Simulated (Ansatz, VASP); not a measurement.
**Two plane-wave programs on PbSe**

```
Pb Se
1.0
     0.00000    3.08092    3.08092
     3.08092    0.00000    3.08092
     3.08092    3.08092    0.00000
Pb Se
1 1
Cartesian
  0.0000 0.0000 0.0000
  3.0809 3.0809 3.0809
```

Alike in both runs: task single point; functional BLYP; dispersion D4; k mesh 8 × 8 × 8; occupations fermi-dirac, width 0.05 eV; no spin polarisation.

```csv
,VASP,Ansatz
version,VASP 6.6.1,Ansatz 0.2.0
potentials or method,"VASP PAW PBE potentials, release 64 (Pb_d, Se)",Ansatz PAW
plane-wave cutoff (eV),520,420
valence electrons in the cell,20,30
```

|  | VASP | Ansatz | Ansatz less VASP |
| --- | --- | --- | --- |
| gap on the k mesh at the Fermi level (eV) | 0.45 | 0.47 | +0.016 |
| least direct gap on the mesh (eV) | 0.45 | 0.47 | +0.016 |
| pressure (GPa) | 1.0 | 0.8 | -0.17 |

VASP's potentials were made for PBE, not for BLYP. VASP's potentials hold 20 valence electrons a cell and Ansatz's 30, so a difference there can come from the potentials and not from the codes.

Neither program's run includes spin-orbit coupling.
